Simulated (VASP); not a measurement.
A run of VASP 6.6.1 is set up as follows.

Contents of POSCAR:

```
Ag
1.0
    2.9131411829      0.0000000000      0.0000000000
   -1.4565705915      2.5228542692      0.0000000000
    0.0000000000      0.0000000000      4.7630157342
Ag
2
Direct
    0.3333333333      0.6666666667      0.2500000000
    0.6666666667      0.3333333333      0.7500000000
```

INCAR.step1

```
PREC     = Accurate       # precision mode
ENCUT    = 550            # plane-wave cutoff, eV
ISMEAR   = 0              # smearing method
SIGMA    = 0.1            # smearing width, eV
LREAL    = False          # projectors in reciprocal space
LASPH    = True           # aspherical terms in the spheres
NELM     = 120            # most SCF steps
GGA      = PE             # functional
ALGO     = Normal         # electronic algorithm
EDIFF    = 1E-5           # SCF threshold, eV
LWAVE    = True           # write WAVECAR
LCHARG   = False          # write CHGCAR
GGA_COMPAT= False        
IBRION   = 2              # ionic algorithm
ISIF     = 3              # what is computed and relaxed
EDIFFG   = -0.005         # ionic threshold
NELMIN   = 4            
NSW      = 100            # ionic steps
```

Contents of INCAR.step2:

```
PREC     = Accurate       # precision mode
ENCUT    = 550            # plane-wave cutoff, eV
EDIFF    = 1E-7           # SCF threshold, eV
ISMEAR   = 0              # smearing method
SIGMA    = 0.1            # smearing width, eV
LREAL    = False          # projectors in reciprocal space
LASPH    = True           # aspherical terms in the spheres
NELM     = 120            # most SCF steps
ALGO     = Normal         # electronic algorithm
ISIF     = 3              # what is computed and relaxed
LWAVE    = False          # write WAVECAR
LCHARG   = False          # write CHGCAR
METAGGA  = R2SCAN         # meta-GGA
LMIXTAU  = True         
IBRION   = 2              # ionic algorithm
NSW      = 70             # ionic steps
EDIFFG   = -0.008         # ionic threshold
PSTRESS  = -10.0        
ISTART   = 1            
GGA_COMPAT= False        
NELMIN   = 4
```

File KPOINTS:

```
Automatic mesh
0
Gamma
  18 18 10
```

Potentials or basis: VASP PAW PBE potentials, release 64 (Ag).

The run is started by

```bash
$ cat potpaw_PBE.64/Ag/POTCAR > POTCAR
$ cp INCAR.step1 INCAR
$ mpirun -np 1 vasp_std > vasp.out
$ cp INCAR.step2 INCAR
$ mpirun -np 1 vasp_std > vasp.out
```

(1) What does it give for the space group after relaxing (to 0.1 Å)?

(2) Predict the relaxed volume.

(3) What does it give for the relaxed cell?

## Answers

(1) P6_3/mmc (No. 194).

(2) 17.53 Å³/atom.

(3) a = 2.915 Å, b = 2.915 Å, c = 4.766 Å, α = 90.00°, β = 90.00°, γ = 120.00°.

Caveat: the cell is relaxed towards a set pressure, so the run minimises the enthalpy, not the energy; the PAW data sets were made with another functional, which shifts forces and pressure a little.
